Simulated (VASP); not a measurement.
A run of VASP 6.6.1 is set up as follows.

File INCAR:

```
ALGO = Normal ; EDIFF = 1E-6
EDIFFG = -0.005 ; ENCUT = 600
GGA = PE ; IBRION = 2
ISIF = 3 ; ISMEAR = -1
LASPH = True ; LCHARG = False
LREAL = False ; LWAVE = False
NELM = 60 ; NSW = 80
PREC = Accurate ; SIGMA = 0.01
```

Contents of KPOINTS:

```
k-points
0
Gamma
  12 12 4
```

Contents of POSCAR:

```
AlN
1.0
    3.1130000000      0.0000000000      0.0000000000
   -1.5565000000      2.6959370000      0.0000000000
    0.0000000000      0.0000000000      4.9810000000
Al N
2 2
Direct
    0.3333333333      0.6666666667      0.0000000000
    0.6666666667      0.3333333333      0.5000000000
    0.3333333333      0.6666666667      0.3800000000
    0.6666666667      0.3333333333      0.8800000000
```

Potentials or basis: VASP PAW PBE potentials, release 64 (Al, N).

Launch:

```console
$ cat potpaw_PBE.64/Al/POTCAR potpaw_PBE.64/N/POTCAR > POTCAR
$ mpirun -np 1 vasp_std > vasp.out
```

(1) What does it give for the space group after relaxing (to 0.1 Å)?

(2) What does it give for the band gap on the k mesh?

(3) Estimate the relaxed volume.

Results:

(1) P6_3mc (No. 186).

(2) 4.07 eV.

(3) 10.62 Å³/atom.
